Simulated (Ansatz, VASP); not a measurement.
**Two plane-wave programs on KEu3**

The input INCAR:

```
PREC = Accurate ; ENCUT = 520
EDIFF = 1E-6 ; ISMEAR = -1
SIGMA = 0.05 ; LREAL = False
LASPH = True ; NELM = 150
ALGO = Normal ; ISIF = 2
LWAVE = False ; LCHARG = False
ISPIN = 2 ; MAGMOM = 7 7 7 0
LORBIT = 11 ; LMAXMIX = 6
GGA = PE ; NBANDS = 42
```

Contents of KPOINTS:

```
Automatic mesh
0
Gamma
  5 5 5
```

Contents of POSCAR:

```
KEu3
1.0
    0.0000000000      4.7266530534      4.7266530534
    4.7266530534      0.0000000000      4.7266530534
    4.7266530534      4.7266530534      0.0000000000
Eu K
3 1
Direct
    0.5000000000      0.5000000000      0.5000000000
    0.7500000000      0.7500000000      0.7500000000
    0.2500000000      0.2500000000      0.2500000000
    0.0000000000      0.0000000000      0.0000000000
```

Contents of input.yaml:

```yaml
crystal:
  lattice:
    - [0.0, 4.7266530534, 4.7266530534]
    - [4.7266530534, 0.0, 4.7266530534]
    - [4.7266530534, 4.7266530534, 0.0]
  atoms:
    - { symbol: Eu, position: [0.5, 0.5, 0.5], spin: 7.0 }
    - { symbol: Eu, position: [0.75, 0.75, 0.75], spin: 7.0 }
    - { symbol: Eu, position: [0.25, 0.25, 0.25], spin: 7.0 }
    - { symbol: K, position: [0.0, 0.0, 0.0] }
hamiltonian:
  xc: pbe
  pseudopotentials: { kind: paw }
magnetization:
  spin_polarized: true
kpoints:
  mp_grid: { grid: [5, 5, 5] }
scf:
  occupations: { method: fermi_dirac, width: 0.05 }
output:
  forces: true
  stress: true
  eigenvalues: true
```

Alike in both runs: task single point; functional PBE; k mesh 5 × 5 × 5; occupations fermi-dirac, width 0.05 eV; collinear spin.

|  | VASP | Ansatz |
| --- | --- | --- |
| version | VASP 6.6.1 | Ansatz 0.2.0 |
| potentials or method | VASP PAW PBE potentials, release 64 (Eu, K_sv) | Ansatz PAW |
| plane-wave cutoff (eV) | 520 | 420 |
| valence electrons in the cell | 60 | 60 |

```csv
,VASP,Ansatz,Ansatz less VASP
gap on the k mesh at the Fermi level (eV),none,none,-
pressure (GPa),-0.8,-0.6,+0.18
net moment per atom (μB),5.59,5.60,+0.005
size of the moment on the site where the two differ most (μB),6.74,7.17,+0.427
```

Site moments also hang on the region over which each program counts them. A gap of «none» marks a metal or a gap that the smearing closes.

Neither program's run includes spin-orbit coupling. Noted on VASP's run: too few bands were computed for a metal, which touches its energy and stress.
